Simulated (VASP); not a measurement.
Write the native input for VASP 6.6.1 that does the following.

| Property | Result |
| --- | --- |
| Task | single point |
| Functional | PBEsol |
| Potentials or basis | VASP PAW PBE potentials, release 64 (Al, Cu) |
| Cutoff | 520 eV |
| k mesh | 12 × 12 × 10 |
| Occupations | gaussian, width 0.15 eV |
| Spin | no spin polarisation |
| Dipole correction | no |
| Further INCAR settings | ALGO = Fast; EDIFF = 1e-06; NBANDS = 24 |

The structure of Al3Cu2 lies in POSCAR:

```
Al3Cu2
1.0
    4.0985856014      0.0000000000      0.0000000000
   -2.0492928007      3.7624480054      0.0000000000
    0.0000000000      0.0000000000      4.9821008425
Al Cu
3 2
Direct
    0.0000000000      0.0000000000      0.0000000000
    0.3333333333      0.6666666667      0.3515059809
    0.6666666667      0.3333333333      0.6484940191
    0.3333333333      0.6666666667      0.8422899817
    0.6666666667      0.3333333333      0.1577100183
```

This cell differs from its parent crystal: strain +0.0600 x Voigt [0, 1, 0, 0, 0, 0].

The input as run:

INCAR

```
ALGO = Fast
EDIFF = 1E-6
ENCUT = 520
GGA = PS
ISIF = 2
ISMEAR = 0
LASPH = True
LCHARG = False
LREAL = False
LWAVE = False
NBANDS = 24
NELM = 60
PREC = Accurate
SIGMA = 0.15
```

KPOINTS

```
k-points
0
Gamma
  12 12 10
```

Potentials or basis: VASP PAW PBE potentials, release 64 (Al, Cu).

Run with:

```bash
$ cat potpaw_PBE.64/Al/POTCAR potpaw_PBE.64/Cu/POTCAR > POTCAR
$ mpirun -np 1 vasp_std > vasp.out
```

It gave:

* Pressure: -4.6 GPa
* Largest force: 0.148 eV/Å
* Band gap on the k mesh: zero (an odd number of electrons rules out a gap without spin polarisation)

Caveat: the cell differs from its parent crystal (strain +0.0600 x Voigt [0, 1, 0, 0, 0, 0]); the cell stands under tension; the PAW data sets were made with another functional, which shifts forces and pressure a little.

It took 16 min on 1 thread of Intel(R) Xeon(R) Platinum 8259CL CPU @ 2.50GHz (Skylake/Cascade Lake), on a shared host, peak memory 0.67 GiB.
